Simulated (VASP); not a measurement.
KLuO2:

```
K Lu O
1.0
     1.67374    0.96634    6.16105
    -1.67374    0.96634    6.16105
     0.00000   -1.93267    6.16105
K Lu O
1 1 2
Direct
  0.00000 0.00000 0.00000
  0.50000 0.50000 0.50000
  0.22733 0.22733 0.22733
  0.77267 0.77267 0.77267
```

* Program: VASP 6.6.1
* Task: relaxation of cell and atoms
* Functional: PBEsol
* Potentials or basis: VASP PAW PBE potentials, release 64 (K_sv, Lu, O)
* Cutoff: 600 eV
* k mesh: 8 × 8 × 8
* Occupations: fermi-dirac, width 0.02 eV
* Spin: no spin polarisation

At the start: pressure 1.8 GPa; volume 14.95 Å³/atom.

Where does the relaxation end?

Over 8 steps the energy falls by 2.5 meV/atom and the volume is 15.06 Å³/atom (+0.7 %); space group R-3m (No. 166, to 0.05 Å).

The path:
```tsv
step	energy change (eV)	largest force (eV/Å)	pressure (GPa)	volume (Å³)
1	0.0000	0.3389	1.76	59.79
2	-0.0052	0.0622	-1.59	61.22
3	-0.0084	0.0894	-0.39	60.66
4	-0.0097	0.0473	-0.28	60.45
5	-0.0101	0.0110	-0.02	60.15
6	-0.0102	0.0040	0.08	60.18
7	-0.0101	0.0224	-0.02	60.31
8	-0.0102	0.0054	-0.08	60.23
```

Final structure:
```yaml
crystal:
  lattice:
    - [1.68200, 0.97110, 6.14593]
    - [-1.68200, 0.97110, 6.14593]
    - [0.00000, -1.94220, 6.14593]
  atoms:
    - { symbol: K, position: [0.00000, 0.00000, 0.00000] }
    - { symbol: Lu, position: [0.50000, 0.50000, 0.50000] }
    - { symbol: O, position: [0.22841, 0.22841, 0.22841] }
    - { symbol: O, position: [0.77159, 0.77159, 0.77159] }
```

Caveat: the PAW data sets were made with another functional, which shifts forces and pressure a little.
